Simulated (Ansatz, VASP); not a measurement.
## One calculation of Be3CdF2, two programs

```
Be Cd F
1.0
     4.25601    0.00000    0.00000
    -2.12800    3.68581    0.00000
     0.00000    0.00000    4.78263
Be Cd F
3 1 2
Direct
  0.50000 0.00000 0.50000
  0.50000 0.50000 0.50000
  0.00000 0.50000 0.50000
  0.00000 0.00000 0.00000
  0.33333 0.66667 0.00000
  0.66667 0.33333 0.00000
```

Change from the starting cell: species swapped into the LaAl2Ag3 type (P6/mmm, No. 191).

Alike in both runs: functional PBE; k mesh 12 × 12 × 8; occupations gaussian, width 0.1 eV; no spin polarisation.

Ansatz relaxed the structure, and its values are those at the end. VASP's run is a single point on that final structure, the one shown.

```csv
,VASP,Ansatz
version,VASP 6.6.1,Ansatz 0.2.0
potentials or method,"VASP PAW PBE potentials, release 64 (Be, Cd_sv_GW, F), cutoff 600 eV","scalar-relativistic, plane waves, PAW"
valence electrons in the cell,40,40
```

|  | VASP | Ansatz | Ansatz less VASP |
| --- | --- | --- | --- |
| gap on the k mesh at the Fermi level (eV) | none | none | - |
| pressure (GPa) | -0.4 | 0.0 | +0.38 |

A gap of «none» marks a metal or a gap that the smearing closes.
